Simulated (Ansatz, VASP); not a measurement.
One calculation of Sb, two programs

The input INCAR:

```
SYSTEM = Sb
  PREC = Accurate
  ENCUT = 520
  EDIFF = 1E-6
  ISMEAR = -1
  SIGMA = 0.05
  LREAL = .False.
  LASPH = .True.
  NELM = 60
  ALGO = Normal
  ISIF = 2
  LWAVE = .False.
  LCHARG = .False.
  GGA = PE
  NBANDS = 12
```

File KPOINTS:

```
regular mesh
0
Gamma
  9 9 9
  0 0 0
```

File POSCAR:

```
Sb
1.0
    2.1577452361      1.2457747929      3.7564386296
   -2.1577452361      1.2457747929      3.7564386296
    0.0000000000     -2.4915495857      3.7564386296
Sb
2
Direct
    0.2336400000      0.2336400000      0.2336400000
    0.7663600000      0.7663600000      0.7663600000
```

Input for Ansatz:

```yaml
crystal:
  lattice:
    - [2.1577452361, 1.2457747929, 3.7564386296]
    - [-2.1577452361, 1.2457747929, 3.7564386296]
    - [0.0, -2.4915495857, 3.7564386296]
  atoms:
    - { symbol: Sb, position: [0.23364, 0.23364, 0.23364] }
    - { symbol: Sb, position: [0.76636, 0.76636, 0.76636] }
kpoints:
  mp_grid: { grid: [9, 9, 9] }
  band_path:
    path:
      - [0.0, 0.0, 0.0]
      - [0.5, 0.5, 0.5]
      - [0.7600111779, 0.2399888221, 0.5]
      - [0.5, -0.2399888221, 0.2399888221]
      - [0.5, 0.0, 0.0]
      - [0.0, 0.0, 0.0]
      - [0.369994411, -0.369994411, 0.0]
      - [0.630005589, 0.0, 0.369994411]
      - [0.5, 0.0, 0.5]
    npoints: 5
scf:
  occupations: { method: fermi_dirac, width: 0.05 }
hamiltonian:
  xc: pbe
  pseudopotentials: { kind: all_electron, lapw: { basis_error: 0.0005 } }
output:
  forces: true
  stress: true
  eigenvalues: true
```

Change from the starting cell: volume scaled by 1.01.

Alike in both runs: task single point; functional PBE; k mesh 9 × 9 × 9; occupations fermi-dirac, width 0.05 eV; no spin polarisation.

|  | VASP | Ansatz |
| --- | --- | --- |
| version | VASP 6.6.1 | Ansatz 0.2.0 |
| potentials or method | VASP PAW PBE potentials, release 64 (Sb), cutoff 520 eV | all-electron LAPW, scalar-relativistic |

Ansatz gave:

| Property | Result |
| --- | --- |
| pressure (GPa) | 2.5 |
| traceless stress, the component that is largest in VASP (GPa) | -0.25 |
| rms of the force components (eV/Å) | 0.085 |

Question: Which values does VASP return?

Answer: Pressure (GPa): 2.6; traceless stress, the component that is largest in VASP (GPa): -0.29; rms of the force components (eV/Å): 0.109.

Atom by atom the forces differ by 0.025 eV/Å (rms over components). Ansatz ran all-electron here, and VASP with PAW potentials.

Neither program's run includes spin-orbit coupling.
